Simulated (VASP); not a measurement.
**LiAl32O48 (a cell with a defect): single point with PBE**

LiAl32O48 (a cell with a defect):

```
Al O Li
1.0
     4.80788    2.77583    8.74841
    -4.80788    2.77583    8.74841
     0.00000   -5.55167    8.74841
Al O Li
32 48 1
Direct
  0.32120 0.32315 0.32616
  0.42562 0.42600 0.42625
  0.07258 0.07387 0.07446
  0.17450 0.17521 0.17714
  0.31927 0.31997 0.82023
  0.41686 0.41756 0.91781
  0.07311 0.07380 0.57407
  0.17546 0.17616 0.67644
  0.32280 0.82519 0.32543
  0.42549 0.92710 0.42677
  0.07369 0.57406 0.07464
  0.17379 0.67848 0.17749
  0.32246 0.82589 0.82216
  0.42531 0.92599 0.92658
  0.07317 0.57419 0.57354
  0.17452 0.67687 0.67546
  0.82447 0.32350 0.32545
  0.92581 0.42618 0.42737
  0.57368 0.07439 0.07432
  0.67653 0.17448 0.17874
  0.82519 0.32190 0.82342
  0.92529 0.42632 0.92627
  0.57350 0.07327 0.57413
  0.67618 0.17519 0.67547
  0.82351 0.82421 0.32448
  0.92588 0.92657 0.42684
  0.58212 0.58283 0.08308
  0.67971 0.68041 0.18067
  0.82449 0.82517 0.82377
  0.92641 0.92651 0.92645
  0.57337 0.57438 0.57465
  0.67778 0.67722 0.67476
  0.22153 0.02854 0.37517
  0.47171 0.12680 0.27770
  0.02940 0.37476 0.22206
  0.37453 0.21822 0.02651
  0.12384 0.27840 0.47290
  0.28394 0.46922 0.12049
  0.22181 0.02650 0.87598
  0.47112 0.12381 0.77675
  0.02580 0.37571 0.72277
  0.37501 0.22251 0.52677
  0.12311 0.27649 0.97208
  0.27579 0.47182 0.62407
  0.22224 0.52797 0.37385
  0.47342 0.62515 0.28242
  0.02704 0.87584 0.22224
  0.37946 0.71573 0.03142
  0.12478 0.77815 0.47210
  0.27788 0.97028 0.12588
  0.21752 0.52626 0.87549
  0.46853 0.62022 0.78491
  0.02784 0.87490 0.72249
  0.37406 0.72180 0.53036
  0.12610 0.77744 0.97267
  0.27770 0.97264 0.62480
  0.72128 0.02774 0.37610
  0.97114 0.12547 0.27841
  0.53046 0.38016 0.21600
  0.87288 0.22293 0.02824
  0.62492 0.27858 0.47054
  0.78146 0.47412 0.12542
  0.72110 0.03010 0.87502
  0.97194 0.12454 0.77867
  0.52556 0.37523 0.71848
  0.87421 0.22223 0.52880
  0.61952 0.28465 0.96948
  0.77675 0.47240 0.62706
  0.72320 0.52856 0.37683
  0.97318 0.62466 0.27814
  0.52787 0.87657 0.22416
  0.87587 0.72389 0.02883
  0.62397 0.77787 0.47414
  0.77717 0.97388 0.12492
  0.71503 0.53115 0.88042
  0.96958 0.62562 0.77884
  0.52728 0.87358 0.72320
  0.87514 0.72197 0.52801
  0.62446 0.78216 0.97439
  0.77745 0.97184 0.62574
  0.49948 0.50017 0.00048
```

```json
{"Program": "VASP 6.6.1", "Task": "single point", "Functional": "PBE", "Potentials or basis": "VASP PAW PBE potentials, release 64 (Al, O, Li_sv)", "Cutoff": "520 eV", "k mesh": "1 × 1 × 1", "Occupations": "fermi-dirac, width 0.01 eV", "Spin": "no spin polarisation"}
```

```json
{
 "Largest force": "0.012 eV/Å"
}
```

Forces in eV/Å, atoms in the order of the input:
```
Al  -0.002 -0.002 -0.008
Al   0.001  0.001  0.007
Al   0.000 -0.002 -0.009
Al   0.001  0.002  0.008
Al  -0.002 -0.002 -0.004
Al  -0.001 -0.002 -0.005
Al  -0.001 -0.001 -0.009
Al   0.000  0.001  0.007
Al   0.002  0.000 -0.009
Al  -0.002  0.000  0.009
Al   0.001  0.002 -0.008
Al   0.000  0.000  0.007
Al  -0.002  0.001 -0.008
Al  -0.001  0.001  0.009
Al  -0.002  0.000 -0.009
Al   0.002 -0.001  0.007
Al   0.000  0.002 -0.009
Al   0.001  0.000  0.010
Al   0.002  0.001 -0.009
Al   0.001 -0.001  0.007
Al   0.002  0.001 -0.008
Al   0.001  0.000  0.008
Al   0.000  0.000 -0.009
Al  -0.002  0.000  0.009
Al   0.002  0.001 -0.007
Al   0.000  0.000  0.009
Al  -0.001 -0.002  0.004
Al  -0.001 -0.002  0.004
Al   0.000 -0.001 -0.009
Al   0.000  0.001  0.012
Al   0.002  0.001 -0.009
Al   0.000  0.002  0.008
O   -0.002  0.000  0.001
O   -0.003 -0.002  0.002
O    0.002  0.002  0.000
O    0.001 -0.008 -0.003
O   -0.002  0.003 -0.002
O   -0.003 -0.003 -0.007
O   -0.003 -0.001  0.000
O    0.000  0.000 -0.001
O    0.000 -0.001 -0.001
O    0.002 -0.002 -0.001
O   -0.001  0.001 -0.002
O    0.001 -0.001  0.000
O   -0.001  0.001 -0.001
O   -0.005 -0.003  0.003
O    0.002  0.004  0.002
O   -0.005  0.000  0.005
O   -0.002  0.001 -0.001
O    0.003  0.000  0.000
O   -0.007  0.003 -0.003
O   -0.001  0.004 -0.005
O    0.000  0.004  0.000
O    0.002 -0.004  0.000
O   -0.001  0.001  0.002
O    0.004  0.001 -0.001
O   -0.003 -0.001  0.002
O   -0.003 -0.003  0.000
O    0.003 -0.005  0.007
O    0.000 -0.002 -0.002
O    0.000  0.004  0.000
O    0.006 -0.004  0.003
O   -0.003  0.000  0.000
O    0.000 -0.002 -0.001
O    0.005  0.003 -0.002
O    0.001 -0.003  0.000
O    0.004  0.001 -0.007
O    0.001 -0.001  0.001
O   -0.001 -0.001  0.002
O   -0.002 -0.003  0.001
O    0.001  0.002  0.001
O    0.001 -0.001  0.000
O    0.000  0.001  0.001
O    0.000  0.000  0.002
O    0.002  0.004  0.005
O   -0.003 -0.003 -0.001
O    0.001  0.001 -0.001
O    0.003  0.000  0.001
O   -0.003  0.007  0.001
O    0.003  0.001  0.001
Li   0.002  0.002  0.000
```

Levels at points of the mesh, in eV from the Fermi level:
```tsv
k point	band 191	band 192	band 193	band 194	band 195	band 196
(0.00, 0.00, 0.00)	-0.45	-0.45	-0.39	5.46	7.83	7.95
```

Run time: 7 min on 1 thread of AMD EPYC 7R13 Processor (Zen 3) (shared host), peak memory 0.89 GiB.

Caveat: the k points lie up to 0.79 Å⁻¹ apart; the cell carries a net charge on a neutralising background, which shifts energy and pressure; the cell is charged against a uniform background, so pressure and absolute levels hang on convention.
